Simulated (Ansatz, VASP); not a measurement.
**One calculation of SnTe, two programs**

File INCAR:

```
SYSTEM = SnTe
  ALGO = Normal
  EDIFF = 1E-6
  EDIFFG = -0.01
  ENCUT = 600
  GGA = PS
  IBRION = 2
  ISIF = 3
  ISMEAR = -1
  LASPH = .True.
  LCHARG = .False.
  LREAL = .False.
  LWAVE = .False.
  NELM = 100
  NSW = 60
  PREC = Accurate
  SIGMA = 0.05
```

File KPOINTS:

```
k-points
0
Gamma
  7 7 7
  0 0 0
```

File POSCAR:

```
SnTe
1.0
    3.9047000000      0.0000000000      0.0000000000
    0.0000000000      3.9047000000      0.0000000000
    0.0000000000      0.0000000000      3.9047000000
Te Sn
1 1
Direct
    0.5000000000      0.5000000000      0.5000000000
    0.0000000000      0.0000000000      0.0000000000
```

The input input.yaml:

```yaml
crystal:
  lattice:
    - [3.9047, 0.0, 0.0]
    - [0.0, 3.9047, 0.0]
    - [0.0, 0.0, 3.9047]
  atoms:
    - { symbol: Te, position: [0.5, 0.5, 0.5] }
    - { symbol: Sn, position: [0.0, 0.0, 0.0] }
hamiltonian:
  xc: pbesol
  pseudopotentials: { kind: paw }
kpoints:
  mp_grid: { grid: [7, 7, 7] }
scf:
  occupations: { method: fermi_dirac, width: 0.05 }
output:
  forces: true
  stress: true
  eigenvalues: true
relax:
  f_tol: 0.01
  max_steps: 40
  cell: { stress_tol: 0.05 }
```

Alike in both runs: task relaxation of cell and atoms; functional PBEsol; k mesh 7 × 7 × 7; occupations fermi-dirac, width 0.05 eV; no spin polarisation.

```csv
,VASP,Ansatz
version,VASP 6.6.1,Ansatz 0.2.0
potentials or method,"VASP PAW PBE potentials, release 64 (Te, Sn_d)",Ansatz PAW
plane-wave cutoff (eV),600,420
valence electrons in the cell,20,30
```

Ansatz gave:

* gap on the k mesh at the Fermi level, each at its own relaxed structure (eV): none
* relaxed volume (Å³/atom): 27.09
* relaxed cell length with the largest relative difference (Å): 3.784

Q: What did VASP give for the same quantities?

A: gap on the k mesh at the Fermi level, each at its own relaxed structure (eV): none; relaxed volume (Å³/atom): 27.11; relaxed cell length with the largest relative difference (Å): 3.785.

VASP's potentials were made for PBE, not for PBEsol. A gap of «none» marks a metal or a gap that the smearing closes. VASP's potentials hold 20 valence electrons a cell and Ansatz's 30, so a difference there can come from the potentials and not from the codes.

Spin-orbit coupling is off throughout. Noted on Ansatz's run: the plane-wave basis is chosen anew once the cell has moved, so the energies of steps on either side of that aren't comparable.
